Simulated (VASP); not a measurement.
# BN (P1) in VASP: single point with PBE

Aim: the single point of BN with PBE.

All numbers are computed with VASP 6.6.1; they aren't measurements. Logs are shortened: lines on timing, memory, paths and dates and some standing lists are left out, and cuts for length are marked.

### 1 The cell of the first run

The typed cell holds 8 atoms: a = 3.567 Å, b = 3.757 Å, c = 3.480 Å, α = 88.58°, β = 87.16°, γ = 88.99°.

### 2 Single point, PBE (atoms moved at random and the cell strained at random)

File INCAR:

```
PREC     = Accurate       # precision mode
ENCUT    = 600            # plane-wave cutoff, eV
EDIFF    = 1E-6           # SCF threshold, eV
ISMEAR   = 0              # smearing method
SIGMA    = 0.05           # smearing width, eV
LREAL    = False          # projectors in reciprocal space
LASPH    = True           # aspherical terms in the spheres
NELM     = 120            # most SCF steps
ALGO     = Normal         # electronic algorithm
ISIF     = 2              # what is computed and relaxed
LWAVE    = False          # write WAVECAR
LCHARG   = False          # write CHGCAR
GGA      = PE             # functional
NBANDS   = 26             # bands
GGA_COMPAT= False
```

File KPOINTS:

```
regular mesh
0
Gamma
  6 6 6
```

File POSCAR:

```
BN
1.0
    3.5653008077     -0.0316413214     -0.0871982262
    0.0316413214     -3.7567740128     -0.0443163618
    0.0871982262     -0.0443163618     -3.4787401632
B N
4 4
Direct
    0.0585351483      0.0380839688     -0.0144365681
    0.4666366707      0.4636449702     -0.0065123333
    0.4858435408     -0.0453147365      0.5206598747
   -0.0717530587      0.5257783516      0.4934983884
    0.7851922168      0.7871408951      0.7665169083
    0.2380200940      0.2180781204      0.7232016904
    0.2724708429      0.7713487405      0.2462159326
    0.7650545450      0.2412396898      0.2708561070
```

Potentials or basis: VASP PAW PBE potentials, release 64 (B, N).

Command:

```sh
cat potpaw_PBE.64/B/POTCAR potpaw_PBE.64/N/POTCAR > POTCAR
mpirun -np 1 vasp_std > vasp.out
```

OUTCAR:

```text
PREC = Accurate
   ENCUT = 600
   EDIFF = 1E-6
   ISMEAR = 0
   LREAL = False
   LASPH = True
   NELM = 120
   ISIF = 2
   GGA = PE

 ion  position               nearest neighbor table
   1  0.059  0.038  0.986-   6 1.28   7 1.55   5 1.60   8 1.60
   2  0.467  0.464  0.993-   6 1.60   7 1.60   8 1.67   5 1.82
   3  0.486  0.955  0.521-   7 1.45   6 1.48   5 1.52   8 1.68
   4  0.928  0.526  0.493-   5 1.45   8 1.48   7 1.73   6 1.79
   5  0.785  0.787  0.767-   4 1.45   3 1.52   1 1.60   2 1.82
   6  0.238  0.218  0.723-   1 1.28   3 1.48   2 1.60   4 1.79
   7  0.272  0.771  0.246-   3 1.45   1 1.55   2 1.60   4 1.73
   8  0.765  0.241  0.271-   4 1.48   1 1.60   2 1.67   3 1.68

  LATTYP: Found a triclinic cell.
 ALAT       =     3.5665073326
 B/A-ratio  =     1.4314110857
 C/A-ratio  =     1.7259588402
 COS(alpha) =     0.0015853027
 COS(beta)  =     0.5406175438
 COS(gamma) =     0.7324232015

  Lattice vectors:

 A1 = (   3.5653008077,  -0.0316413214,  -0.0871982262)
 A2 = (   3.6524990339,  -0.0759576832,  -3.5659383894)
 A3 = (   3.4464612601,   3.7694490532,   3.4358582988)

Analysis of symmetry for initial positions (statically):
=====================================================================
 Subroutine PRICEL returns:
 Original cell was already a primitive cell.

 Routine SETGRP: Setting up the symmetry group for a
 triclinic supercell.

 Subroutine GETGRP returns: Found  1 space group operations
 (whereof  1 operations were pure point group operations)
 out of a pool of  2 trial point group operations.

The static configuration has the point symmetry C_1 .

Analysis of symmetry for dynamics (positions and initial velocities):
=====================================================================
 Subroutine PRICEL returns:
 Original cell was already a primitive cell.

 Routine SETGRP: Setting up the symmetry group for a
 triclinic supercell.

 Subroutine GETGRP returns: Found  1 space group operations
 (whereof  1 operations were pure point group operations)
 out of a pool of  2 trial point group operations.

The dynamic configuration has the point symmetry C_1 .

 Subroutine INISYM returns: Found  1 space group operations
 (whereof  1 operations are pure point group operations),
 and found     1 'primitive' translations

----------------------------------------------------------------------------------------

                                     Primitive cell

  volume of cell :      46.5555

  direct lattice vectors                    reciprocal lattice vectors
     3.565300808 -0.031641321 -0.087198226     0.280672845  0.002281310  0.007006294
     0.031641321 -3.756774013 -0.044316362    -0.002281310 -0.266244378  0.003334557
     0.087198226 -0.044316362 -3.478740163    -0.007006294  0.003334557 -0.287678488

  length of vectors
     3.566507333  3.757168628  3.480115026     0.280769547  0.266275031  0.287783113

  position of ions in fractional coordinates (direct lattice)
     0.058535148  0.038083969  0.985563432
     0.466636671  0.463644970  0.993487667
     0.485843541  0.954685263  0.520659875
     0.928246941  0.525778352  0.493498388
     0.785192217  0.787140895  0.766516908
     0.238020094  0.218078120  0.723201690
     0.272470843  0.771348741  0.246215933
     0.765054545  0.241239690  0.270856107

  ion indices of the primitive-cell ions
   primitive index   ion index
                 1           1
                 2           2
                 3           3
                 4           4
                 5           5
                 6           6
                 7           7
                 8           8

----------------------------------------------------------------------------------------

 KPOINTS: regular mesh

Automatic generation of k-mesh.
 Grid dimensions read from file:
 generate k-points for:    6    6    6

 Generating k-lattice:

  Cartesian coordinates                     Fractional coordinates (reciprocal lattice)
     0.046778807  0.000380218  0.001167716     0.166666667 -0.000000000  0.000000000
    -0.000380218 -0.044374063  0.000555759     0.000000000  0.166666667  0.000000000
    -0.001167716  0.000555759 -0.047946415     0.000000000  0.000000000  0.166666667

  Length of vectors
     0.046794924  0.044379172  0.047963852

  Shift w.r.t. Gamma in fractional coordinates (k-lattice)
     0.000000000  0.000000000  0.000000000

 Subroutine IBZKPT returns following result:
 ===========================================

 Found    112 irreducible k-points:

 Following reciprocal coordinates:
            Coordinates               Weight
  0.000000  0.000000  0.000000      1.000000
  0.166667 -0.000000  0.000000      2.000000
  0.333333 -0.000000  0.000000      2.000000
  0.500000  0.000000  0.000000      1.000000
 -0.000000  0.166667  0.000000      2.000000
  0.166667  0.166667  0.000000      2.000000
[... 16 lines left out ...]
  0.333333  0.000000  0.166667      2.000000
  0.500000 -0.000000  0.166667      2.000000
 [... further k-points ...]
   k-points           NKPTS =    112   k-points in BZ     NKDIM =    112   number of bands    NBANDS=     26
   number of dos      NEDOS =    301   number of ions     NIONS =      8
   total plane-waves  NPLWV =  23520
   dimension x,y,z NGX =    28 NGY =   30 NGZ =   28
   dimension x,y,z NGXF=    56 NGYF=   60 NGZF=   56
   ions per type =               4   4
   NGX,Y,Z   is equivalent  to a cutoff of  13.05, 13.27, 13.38 a.u.
   NGXF,Y,Z  is equivalent  to a cutoff of  26.10, 26.55, 26.75 a.u.
 SYSTEM =  unknown system
   PREC   = accura    normal or accurate (medium, high low for compatibility)
   ISTART =      0    job   : 0-new  1-cont  2-samecut
   ICHARG =      2    charge: 1-file 2-atom 10-const
   ISPIN  =      1    spin polarized calculation?
   LNONCOLLINEAR =      F non collinear calculations
   LSORBIT =      F    spin-orbit coupling
   LASPH  =      T    aspherical Exc in radial PAW
   ENCUT  =  600.0 eV  44.10 Ry    6.64 a.u.   7.12  7.50  6.95*2*pi/ulx,y,z
   NELM   =    120;   NELMIN=  2; NELMDL= -5     # of ELM steps
   EDIFF  = 0.1E-05   stopping-criterion for ELM
   LREAL  =      F    real-space projection
   EDIFFG = 0.1E-04   stopping-criterion for IOM
   NSW    =      0    number of steps for IOM
   IBRION =     -1    ionic relax: 0-MD 1-quasi-New 2-CG
   NFREE  =      0    steps in history (QN), initial steepest desc. (CG)
   ISIF   =      2    stress and relaxation
   ISYM   =      2    0-nonsym 1-usesym 2-fastsym
   POTIM  = 0.5000    time-step for ionic-motion
   TEBEG  =    0.0;   TEEND  =   0.0 temperature during run
   PSTRESS=    0.0 pullay stress
   NELECT =      32.0000    total number of electrons
   NUPDOWN=      -1.0000    fix difference up-down
   EMIN   =  10.00;   EMAX   =-10.00  energy-range for DOS
   EFERMI =   0.00;   METHOD = LEGACY
   ISMEAR =     0;   SIGMA  =   0.05  broadening in eV -4-tet -1-fermi 0-gaus
   EFERMI_NEDOS =   21; number of points for ismear=-14 and -15
   IALGO  =     38    algorithm
   IMIX   =      4    mixing-type and parameters
     AMIX     =   0.40;   BMIX     =  1.00
     AMIX_MAG =   1.60;   BMIX_MAG =  1.00
  volume/ion in A,a.u.               =       5.82        39.27
  Fermi-wavevector in a.u.,A,eV,Ry     =   1.444778  2.730234 28.400564  2.087383
  Thomas-Fermi vector in A             =   2.563034
   LORBIT       =      0    0 simple, 1 ext, 2 COOP (PROOUT), +10 PAW based schemes
   GGA     = PE    functional components
   LHFCALC =     F    Hartree Fock is set to
   AEXX    =    0.0000 exact exchange contribution
   IVDW    =     0    specifies the selected vdW correction
   LEPSILON=     F    determine dielectric tensor
   LRPA    =     F    only Hartree local field effects (RPA)
 non-spin polarized calculation
 Gauss-broadening in eV      SIGMA  =   0.05
  energy-cutoff  :      600.00
  volume of cell :       46.56
 maximum number of plane-waves:      1572
   NGX = 15   NGY = 15   NGZ = 13

 number of electron      32.0000001 magnetization

 Free energy of the ion-electron system (eV)
  ---------------------------------------------------
  ext. energy  EPLUGINS =         0.00000000
  ---------------------------------------------------
  free energy    TOTEN  =       -64.55839797 eV

  energy without entropy =      -64.55839797  energy(sigma->0) =      -64.55839797

 E-fermi :   8.9587     XC(G=0): -12.9228

 val. band max:        8.6579342717   @ k =   0.0000   0.0000   0.0000
 cond. band min:      10.4526244261   @ k =   0.0000   0.0000   0.0000
 fundamental gap:      1.7946901544
 Fermi energy:         8.9586543535

 k-point     1 :       0.0000    0.0000    0.0000
  band No.  band energies     occupation
      1     -12.9831      2.00000
      2      -8.0891      2.00000
      3      -6.9350      2.00000
      4      -6.8297      2.00000
      5      -1.9381      2.00000
      6      -1.5328      2.00000
[... 18 lines left out ...]
     25      18.6576      0.00000
     26      19.4043      0.00000

 k-point     2 :       0.1667   -0.0000    0.0000
  band No.  band energies     occupation
      1     -12.7590      2.00000
      2      -8.3004      2.00000
      3      -7.3937      2.00000
      4      -6.7854      2.00000
      5      -1.8243      2.00000
      6      -1.0084      2.00000
[... 18 lines left out ...]
     25      19.0037      0.00000
     26      19.8678      0.00000

 k-point     3 :       0.3333   -0.0000    0.0000
  band No.  band energies     occupation
      1     -12.1121      2.00000
      2      -9.4784      2.00000
      3      -7.4728      2.00000
      4      -6.6764      2.00000
      5      -1.3148      2.00000
      6      -0.4404      2.00000
[... 572 lines left out ...]
 k-point    23 :       0.3333    0.0000    0.1667
  band No.  band energies     occupation
      1     -11.9352      2.00000
      2      -9.2532      2.00000
      3      -7.6566      2.00000
      4      -6.9536      2.00000
      5      -1.2944      2.00000
      6      -0.6476      2.00000
[... 18 lines left out ...]
     25      20.2658      0.00000
     26      21.0742      0.00000

 k-point    24 :       0.5000   -0.0000    0.1667
  band No.  band energies     occupation
      1     -11.1988      2.00000
      2     -10.2724      2.00000
      3      -7.6610      2.00000
      4      -6.8419      2.00000
      5      -1.1085      2.00000
      6      -0.6616      2.00000
[... 18 lines left out ...]
     25      20.5144      0.00000
     26      20.9769      0.00000

 [... further k-points ...]
[... 5 lines left out ...]
  --------------------------------------------------------------------------------------
  -------------------------------------------------------------------------------------
  Total        9.5098849      0.5117769     15.3533020     -0.2124243     -7.0159547      9.8688350
  in kB      327.2762163     17.6124553    528.3734404     -7.3104367   -241.4493078    339.6292390
  external PRESSURE =     291.0873707 kB  Pullay stress =       0.0000000 kB

 VOLUME and BASIS-vectors are now :
 -----------------------------------------------------------------------------
  energy-cutoff  :      600.00
  volume of cell :       46.56
      direct lattice vectors                 reciprocal lattice vectors
     3.565300808 -0.031641321 -0.087198226     0.280672845  0.002281310  0.007006294
     0.031641321 -3.756774013 -0.044316362    -0.002281310 -0.266244378  0.003334557
     0.087198226 -0.044316362 -3.478740163    -0.007006294  0.003334557 -0.287678488

 POSITION                                       TOTAL-FORCE (eV/Angst)
 -----------------------------------------------------------------------------------
      0.29584     -0.18860     -3.43531        -7.800162      6.149838     -7.321569
      1.76500     -1.80060     -3.51732         3.324189     -2.230691     -1.661904
      1.80779     -3.62498     -1.89591         3.687220     -3.569315      1.312707
      3.36915     -2.02647     -1.82099         5.157977      0.714045      0.181709
      2.89119     -3.01592     -2.76986        -4.113429      4.499601      0.725252
      0.91858     -0.85885     -2.54625         5.111519     -8.738491      2.415791
      1.01732     -2.91732     -0.91446        -2.408888      4.855209      1.218280
      2.75890     -0.94249     -1.01964        -2.958426     -1.680196      3.129734
 -----------------------------------------------------------------------------------
    total drift:                                0.000228     -0.000069     -0.000165

  FREE ENERGIE OF THE ION-ELECTRON SYSTEM (eV)
  ---------------------------------------------------
  free  energy   TOTEN  =       -64.5583979730 eV

  energy  without entropy=      -64.5583979730  energy(sigma->0) =      -64.55839797
```

It took 78 s on 1 thread of AMD EPYC 9R45 (Zen 5), shared host; peak memory 0.21 GiB.

What came out:

- Free energy: -64.5584 eV
- Pressure: 29.1 GPa
- Largest force: 12.340 eV/Å
- Band gap on the k mesh: 1.79 eV

Forces on the atoms (eV/Å):
```
B   -7.800  6.150 -7.322
B    3.324 -2.231 -1.662
B    3.687 -3.569  1.313
B    5.158  0.714  0.182
N   -4.113  4.500  0.725
N    5.112 -8.738  2.416
N   -2.409  4.855  1.218
N   -2.958 -1.680  3.130
```

Levels at points of the mesh, in eV from the valence-band top:
```
           k point  band 12  band 13  band 14  band 15  band 16  band 17  band 18  band 19  band 20  band 21
(0.00, 0.00, 0.00)    -5.16    -4.45    -2.21    -0.79     0.00     1.79     2.52     3.50     5.47     6.75
(0.50, 0.00, 0.00)    -4.62    -4.49    -4.22    -3.61    -2.54     4.92     5.31     6.41     6.95     8.50
(0.00, 0.50, 0.00)    -5.20    -4.53    -3.62    -3.03    -1.84     4.86     5.57     6.01     7.05     8.95
(0.50, 0.50, 0.00)    -5.29    -4.06    -3.12    -2.70    -2.44     5.11     6.17     6.41     8.86     9.06
(0.00, 0.00, 0.50)    -4.57    -4.16    -3.81    -3.46    -3.09     4.03     4.84     7.28     7.70     8.54
(0.50, 0.00, 0.50)    -6.22    -3.71    -2.72    -2.07    -1.03     6.51     7.56     7.93     8.61     9.30
(0.00, 0.50, 0.50)    -5.86    -4.45    -3.47    -2.75    -1.67     6.09     7.19     7.47     7.93     9.02
(0.50, 0.50, 0.50)    -3.33    -2.67    -2.14    -1.45    -0.66     5.55     6.40     6.78     7.59     8.11
```

Caveat: the cell differs from its parent crystal (atoms moved at random and the cell strained at random); the cell stands under pressure; forces of over 1 eV/Å act on the atoms, so gaps and moduli don't describe the material at rest.
